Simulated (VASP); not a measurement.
# BeTe (fl.b) (F-43m) in VASP: further runs

The runs below take BeTe (fl.b) through single point, relaxation of cell and atoms, with LDA.

All numbers are computed with VASP 6.6.1; they aren't measurements. Logs are shortened: lines on timing, memory, paths and dates and some standing lists are left out, and cuts for length are marked.

**1. The cell of the first run**

Symmetry: F-43m, No. 216, cubic system. Conventional cell: a = 5.620 Å, b = 5.620 Å, c = 5.620 Å, α = 90.00°, β = 90.00°, γ = 90.00°. Within 3.2 Å of Be (site symmetry -43m) lie 4 Te at 2.43 Å. Within 3.2 Å of Te (site symmetry -43m) lie 4 Be at 2.43 Å.

**2. Single point, LDA**

INCAR reads:

```
  PREC = Accurate
  ENCUT = 600
  EDIFF = 1E-6
  ISMEAR = 0
  SIGMA = 0.1
  LREAL = False
  LASPH = True
  NELM = 120
  ALGO = Normal
  ISIF = 2
  LWAVE = False
  LCHARG = False
  GGA = CA
  NBANDS = 11
  GGA_COMPAT = False
```

KPOINTS reads:

```
Automatic mesh
0
Gamma
  6 6 6
```

POSCAR reads:

```
BeTe
1.0
    0.0000000000      2.8100000000      2.8100000000
    2.8100000000      0.0000000000      2.8100000000
    2.8100000000      2.8100000000      0.0000000000
Be Te
1 1
Direct
    0.0000000000      0.0000000000      0.0000000000
    0.2500000000      0.2500000000      0.2500000000
```

Potentials or basis: VASP PAW LDA potentials, release 64 (Be, Te).

Command:

```bash
cat potpaw_LDA.64/Be/POTCAR potpaw_LDA.64/Te/POTCAR > POTCAR
mpirun -np 1 vasp_std > vasp.out
```

OUTCAR:

```text
PREC = Accurate
   ENCUT = 600
   EDIFF = 1E-6
   ISMEAR = 0
   LREAL = False
   LASPH = True
   NELM = 120
   ISIF = 2
   GGA = CA

 ion  position               nearest neighbor table
   1  0.000  0.000  0.000-   2 2.43   2 2.43   2 2.43   2 2.43
   2  0.250  0.250  0.250-   1 2.43   1 2.43   1 2.43   1 2.43

  LATTYP: Found a face centered cubic cell.
 ALAT       =     5.6200000000

  Lattice vectors:

 A1 = (   0.0000000000,   2.8100000000,   2.8100000000)
 A2 = (   2.8100000000,   0.0000000000,   2.8100000000)
 A3 = (   2.8100000000,   2.8100000000,   0.0000000000)

Analysis of symmetry for initial positions (statically):
=====================================================================
 Subroutine PRICEL returns:
 Original cell was already a primitive cell.

 Routine SETGRP: Setting up the symmetry group for a
 face centered cubic supercell.

 Subroutine GETGRP returns: Found 24 space group operations
 (whereof 24 operations were pure point group operations)
 out of a pool of 48 trial point group operations.

The static configuration has the point symmetry T_d .

Analysis of symmetry for dynamics (positions and initial velocities):
=====================================================================
 Subroutine PRICEL returns:
 Original cell was already a primitive cell.

 Routine SETGRP: Setting up the symmetry group for a
 face centered cubic supercell.

 Subroutine GETGRP returns: Found 24 space group operations
 (whereof 24 operations were pure point group operations)
 out of a pool of 48 trial point group operations.

The dynamic configuration has the point symmetry T_d .

 Subroutine INISYM returns: Found 24 space group operations
 (whereof 24 operations are pure point group operations),
 and found     1 'primitive' translations

----------------------------------------------------------------------------------------

                                     Primitive cell

  volume of cell :      44.3761

  direct lattice vectors                    reciprocal lattice vectors
     0.000000000  2.810000000  2.810000000    -0.177935943  0.177935943  0.177935943
     2.810000000  0.000000000  2.810000000     0.177935943 -0.177935943  0.177935943
     2.810000000  2.810000000  0.000000000     0.177935943  0.177935943 -0.177935943

  length of vectors
     3.973940110  3.973940110  3.973940110     0.308194094  0.308194094  0.308194094

  position of ions in fractional coordinates (direct lattice)
[... 76 lines left out ...]
   ISIF   =      2    stress and relaxation
   ISYM   =      2    0-nonsym 1-usesym 2-fastsym
   POTIM  = 0.5000    time-step for ionic-motion
   TEBEG  =    0.0;   TEEND  =   0.0 temperature during run
   PSTRESS=    0.0 pullay stress
   NELECT =       8.0000    total number of electrons
   NUPDOWN=      -1.0000    fix difference up-down
   EMIN   =  10.00;   EMAX   =-10.00  energy-range for DOS
   EFERMI =   0.00;   METHOD = LEGACY
   ISMEAR =     0;   SIGMA  =   0.10  broadening in eV -4-tet -1-fermi 0-gaus
   EFERMI_NEDOS =   21; number of points for ismear=-14 and -15
   IALGO  =     38    algorithm
   IMIX   =      4    mixing-type and parameters
     AMIX     =   0.40;   BMIX     =  1.00
     AMIX_MAG =   1.60;   BMIX_MAG =  1.00
  volume/ion in A,a.u.               =      22.19       149.73
  Fermi-wavevector in a.u.,A,eV,Ry     =   0.924816  1.747648 11.636845  0.855284
  Thomas-Fermi vector in A             =   2.050602
   LORBIT       =      0    0 simple, 1 ext, 2 COOP (PROOUT), +10 PAW based schemes
   GGA     = CA    functional components
   LHFCALC =     F    Hartree Fock is set to
   AEXX    =    0.0000 exact exchange contribution
   IVDW    =     0    specifies the selected vdW correction
   LEPSILON=     F    determine dielectric tensor
   LRPA    =     F    only Hartree local field effects (RPA)
 non-spin polarized calculation
 Gauss-broadening in eV      SIGMA  =   0.10
  energy-cutoff  :      600.00
  volume of cell :       44.38
 maximum number of plane-waves:      1492
   NGX = 15   NGY = 15   NGZ = 15

 number of electron       8.0000000 magnetization

 Free energy of the ion-electron system (eV)
  ---------------------------------------------------
  ext. energy  EPLUGINS =         0.00000000
  ---------------------------------------------------
  free energy    TOTEN  =        -8.71274449 eV

  energy without entropy =       -8.71274449  energy(sigma->0) =       -8.71274449

 E-fermi :   5.5081     XC(G=0):  -9.2939

 val. band max:        5.0163460325   @ k =   0.0000   0.0000   0.0000
 cond. band min:       6.8690052401   @ k =   0.5000   0.5000   0.0000
 fundamental gap:      1.8526592075
 Fermi energy:         5.5080697161

 k-point     1 :       0.0000    0.0000    0.0000
  band No.  band energies     occupation
      1      -7.3442      2.00000
      2       5.0163      2.00000
      3       5.0163      2.00000
      4       5.0163      2.00000
      5       8.5942      0.00000
      6       8.5942      0.00000
      7       8.5942      0.00000
      8       8.7855      0.00000
      9      13.1966      0.00000
     10      15.2656      0.00000
     11      15.2656      0.00000
[... 197 lines left out ...]
 k-point    16 :      -0.3333    0.5000    0.1667
  band No.  band energies     occupation
      1      -5.4811      2.00000
      2       0.2475      2.00000
      3       1.5941      2.00000
      4       1.8887      2.00000
      5       8.6342      0.00000
      6       9.2497      0.00000
      7      12.2830      0.00000
      8      12.5969      0.00000
      9      15.8205      0.00000
     10      16.7270      0.00000
     11      17.7472      0.00000

------------------------ aborting loop because EDIFF is reached ----------------------------------------

  FORCE on cell =-STRESS in cart. coord.  units (eV):
  Direction    XX          YY          ZZ          XY          YZ          ZX
  --------------------------------------------------------------------------------------
  -------------------------------------------------------------------------------------
  Total       -0.5004914     -0.5004914     -0.5004914     -0.0000000      0.0000000     -0.0000000
  in kB      -18.0700039    -18.0700039    -18.0700039     -0.0000000      0.0000000     -0.0000000
  external PRESSURE =     -18.0700039 kB  Pullay stress =       0.0000000 kB

 VOLUME and BASIS-vectors are now :
 -----------------------------------------------------------------------------
  energy-cutoff  :      600.00
  volume of cell :       44.38
      direct lattice vectors                 reciprocal lattice vectors
     0.000000000  2.810000000  2.810000000    -0.177935943  0.177935943  0.177935943
     2.810000000  0.000000000  2.810000000     0.177935943 -0.177935943  0.177935943
     2.810000000  2.810000000  0.000000000     0.177935943  0.177935943 -0.177935943

 POSITION                                       TOTAL-FORCE (eV/Angst)
 -----------------------------------------------------------------------------------
      0.00000      0.00000      0.00000         0.000000     -0.000000     -0.000000
      1.40500      1.40500      1.40500        -0.000000      0.000000      0.000000
 -----------------------------------------------------------------------------------
    total drift:                                0.000000      0.000000      0.000000

  FREE ENERGIE OF THE ION-ELECTRON SYSTEM (eV)
  ---------------------------------------------------
  free  energy   TOTEN  =        -8.7127444889 eV

  energy  without entropy=       -8.7127444889  energy(sigma->0) =       -8.71274449
```

OSZICAR:

```text
N       E                     dE             d eps       ncg     rms          rms(c)
DAV:   1     0.200775383756E+02    0.20078E+02   -0.35865E+03   352   0.668E+02
DAV:   2    -0.771174555474E+01   -0.27789E+02   -0.27057E+02   451   0.926E+01
DAV:   3    -0.888633281449E+01   -0.11746E+01   -0.11719E+01   473   0.208E+01
DAV:   4    -0.889819535963E+01   -0.11863E-01   -0.11862E-01   409   0.236E+00
DAV:   5    -0.889843631094E+01   -0.24095E-03   -0.24095E-03   418   0.331E-01    0.424E+00
DAV:   6    -0.876081698262E+01    0.13762E+00   -0.14236E-01   400   0.138E+00    0.248E+00
DAV:   7    -0.871324218996E+01    0.47575E-01   -0.11839E-01   412   0.142E+00    0.421E-01
DAV:   8    -0.871268579608E+01    0.55639E-03   -0.56527E-03   388   0.419E-01    0.109E-01
DAV:   9    -0.871273955241E+01   -0.53756E-04   -0.18428E-04   425   0.875E-02    0.396E-02
DAV:  10    -0.871274459275E+01   -0.50403E-05   -0.21849E-05   379   0.217E-02    0.141E-02
DAV:  11    -0.871274448892E+01    0.10383E-06   -0.73928E-07   289   0.538E-03
   1 F= -.87127445E+01 E0= -.87127445E+01  d E =-.247281E-13
```

Run time: 3.3 s. Hardware: 1 thread of Intel Xeon 6975P-C (Granite Rapids), shared host; peak memory 0.15 GiB.

Results:

| Quantity | Value |
| --- | --- |
| Free energy | -8.7127 eV |
| Pressure | -1.8 GPa |
| Band gap on the k mesh | 1.85 eV, indirect (least direct gap 3.58 eV) |

Levels at points of the mesh, in eV from the valence-band top:
```
           k point  band 2  band 3  band 4  band 5  band 6  band 7
(0.00, 0.00, 0.00)    0.00    0.00    0.00    3.58    3.58    3.58
(0.50, 0.00, 0.00)   -5.58   -1.14   -1.14    3.07    4.55    4.55
(0.50, 0.50, 0.00)   -5.11   -2.67   -2.67    1.85    2.64    9.64
```

Caveat: spin-orbit coupling is left out, which moves the levels of the heavy elements.

**3. Single point, LDA**

This run uses another cell than the first one, of 21.42 Å³/atom, 0.966 times its volume.

INCAR reads:

```
SYSTEM = BeTe
PREC = Accurate
ENCUT = 600
EDIFF = 1E-6
ISMEAR = 0
SIGMA = 0.02
LREAL = .False.
LASPH = .True.
NELM = 120
ALGO = Normal
ISIF = 2
LWAVE = .False.
LCHARG = .False.
GGA = CA
NBANDS = 11
GGA_COMPAT = .False.
```

KPOINTS reads:

```
Automatic mesh
0
Gamma
  8 8 8
  0 0 0
```

POSCAR reads:

```
BeTe
1.0
    0.0000000000      2.7774117875      2.7774117875
    2.7774117875      0.0000000000      2.7774117875
    2.7774117875      2.7774117875      0.0000000000
Be Te
1 1
Direct
    0.0000000000      0.0000000000      0.0000000000
    0.2500000000      0.2500000000      0.2500000000
```

Potentials or basis: VASP PAW LDA potentials, release 64 (Be, Te).

Command:

```bash
cat potpaw_LDA.64/Be/POTCAR potpaw_LDA.64/Te/POTCAR > POTCAR
mpirun -np 1 vasp_std > vasp.out
```

It took 5.2 s on 1 thread of Intel Xeon 6975P-C (Granite Rapids), shared host; peak memory 0.15 GiB.

It converged, with:

| Property | Result |
| --- | --- |
| Free energy | -8.7266 eV |
| Pressure | 0.3 GPa |
| Band gap on the k mesh | 1.77 eV, indirect (least direct gap 3.55 eV) |

Levels at points of the mesh, in eV from the valence-band top:
```
           k point  band 1  band 2  band 3  band 4  band 5  band 6  band 7  band 8  band 9
(0.00, 0.00, 0.00)  -12.60    0.00    0.00    0.00    3.55    3.55    3.55    4.03    8.24
(0.50, 0.00, 0.00)  -11.16   -5.80   -1.20   -1.20    3.17    4.54    4.54    7.63   10.92
(0.50, 0.50, 0.00)  -10.63   -5.30   -2.80   -2.80    1.77    2.59    9.86    9.86   11.61
```

Caveat: spin-orbit coupling is left out, which moves the levels of the heavy elements.

**4. Single point, LDA**

This run uses another cell than the first one, of 21.42 Å³/atom, 0.966 times its volume.

INCAR reads:

```
SYSTEM = BeTe
PREC = Accurate ; ENCUT = 600
EDIFF = 1E-6 ; ISMEAR = 0
SIGMA = 0.02 ; LREAL = .FALSE.
LASPH = .TRUE. ; NELM = 120
ALGO = Normal ; ISIF = 2
LWAVE = .FALSE. ; LCHARG = .TRUE.
LELF = .TRUE. ; LVHAR = .TRUE.
NBANDS = 11 ; GGA_COMPAT = .FALSE.
```

KPOINTS reads:

```
Automatic mesh
0
G
  8 8 8
  0 0 0
```

POSCAR is that of step 3.

Command:

```bash
cat potpaw_LDA.64/Be/POTCAR potpaw_LDA.64/Te/POTCAR > POTCAR
mpirun -np 1 vasp_std > vasp.out
```

It took 5.3 s on 1 thread of Intel Xeon 6975P-C (Granite Rapids), shared host; peak memory 0.15 GiB.

It converged, with:

```
Free energy            : -8.7266 eV
Pressure               : 0.3 GPa
Band gap on the k mesh : 1.77 eV, indirect (least direct gap 3.55 eV)
```

Levels at points of the mesh, in eV from the valence-band top:
| k point | band 1 | band 2 | band 3 | band 4 | band 5 | band 6 | band 7 | band 8 | band 9 |
| --- | --- | --- | --- | --- | --- | --- | --- | --- | --- |
| (0.00, 0.00, 0.00) | -12.60 | 0.00 | 0.00 | 0.00 | 3.55 | 3.55 | 3.55 | 4.03 | 8.24 |
| (0.50, 0.00, 0.00) | -11.16 | -5.80 | -1.20 | -1.20 | 3.17 | 4.54 | 4.54 | 7.63 | 10.92 |
| (0.50, 0.50, 0.00) | -10.63 | -5.30 | -2.80 | -2.80 | 1.77 | 2.59 | 9.86 | 9.86 | 11.61 |

Caveat: spin-orbit coupling is left out, which moves the levels of the heavy elements. A hybrid or GW would open this gap; LDA tends to underestimate it.

**5. Relaxation of cell and atoms, LDA**

INCAR reads:

```
SYSTEM = BeTe
ALGO = Normal
EDIFF = 1E-7
EDIFFG = -0.002
ENCUT = 600
GGA_COMPAT = .FALSE.
IBRION = 2
ISIF = 3
ISMEAR = 0
LASPH = .TRUE.
LCHARG = .FALSE.
LREAL = .FALSE.
LWAVE = .FALSE.
NELM = 120
NELMIN = 4
NSW = 100
PREC = Accurate
SIGMA = 0.02
```

KPOINTS reads:

```
k-points
0
G
  8 8 8
  0 0 0
```

POSCAR reads:

```
BeTe
1.0
    0.0000000000      2.8100000000      2.8100000000
    2.8100000000      0.0000000000      2.8100000000
    2.8100000000      2.8100000000      0.0000000000
Be Te
1 1
Direct
    0.0000000000      0.0000000000      0.0000000000
    0.2500000000      0.2500000000      0.2500000000
```

Command:

```bash
cat potpaw_LDA.64/Be/POTCAR potpaw_LDA.64/Te/POTCAR > POTCAR
mpirun -np 1 vasp_std > vasp.out
```

Run time: 9.2 s. Hardware: 1 thread of Intel Xeon 6975P-C (Granite Rapids), shared host; peak memory 0.16 GiB.

The run converged. Its results:

```
Free energy                            : -8.7268 eV
Relaxed volume                         : 21.51 Å³/atom
Relaxed cell                           : a = 3.933 Å, b = 3.933 Å, c = 3.933 Å, α = 60.00°, β = 60.00°, γ = 60.00°
Space group after relaxing (to 0.05 Å) : F-43m (No. 216)
Energy gained by relaxing              : 4.0 meV/atom
Ionic steps                            : 3
Pressure after relaxing                : 0.0 GPa
Band gap on the k mesh                 : 1.78 eV, indirect (least direct gap 3.55 eV)
```

The path:
```tsv
step	energy change (eV)	largest force (eV/Å)	pressure (GPa)	volume (Å³)
1	0.0000	0.0000	-1.86	44.38
2	-0.0077	0.0000	0.42	42.75
3	-0.0080	0.0000	0.01	43.02
```

Final structure:
```
CELL_PARAMETERS angstrom
0.00000 2.78114 2.78114
2.78114 0.00000 2.78114
2.78114 2.78114 0.00000
ATOMIC_POSITIONS crystal
Be 0.00000 0.00000 0.00000
Te 0.25000 0.25000 0.25000
```

Levels at points of the mesh, in eV from the valence-band top:
```tsv
k point	band 1	band 2	band 3	band 4	band 5	band 6	band 7	band 8
(0.00, 0.00, 0.00)	-12.57	0.00	0.00	0.00	3.55	3.55	3.55	4.00
(0.50, 0.00, 0.00)	-11.14	-5.78	-1.19	-1.19	3.15	4.54	4.54	7.64
(0.50, 0.50, 0.00)	-10.62	-5.28	-2.79	-2.79	1.78	2.60	9.83	9.83
```

Caveat: spin-orbit coupling is left out, which moves the levels of the heavy elements. A k mesh can miss the band edges.

**6. The runs side by side**

```tsv
task	cell	k mesh	smearing	gap on the mesh (eV)	pressure (GPa)
single point	a = 3.974 Å, angles 60.0°, 2 atoms	6 × 6 × 6	gaussian 0.1 eV	1.85	-1.8
single point	a = 3.928 Å, angles 60.0°, 2 atoms	8 × 8 × 8	gaussian 0.02 eV	1.77	0.3
relaxation of cell and atoms	relaxed from a = 3.974 Å, angles 60.0°, 2 atoms	8 × 8 × 8	gaussian 0.02 eV	1.78	0.0
```

Alike in all rows: level LDA; potentials or basis VASP PAW LDA potentials, release 64 (Be, Te); no spin polarisation; cutoff (eV) 600.

Caveats: spin-orbit coupling is left out, which moves the levels of the heavy elements.

Total energies depend on the potentials used, so only differences within one code and one set of settings carry meaning.
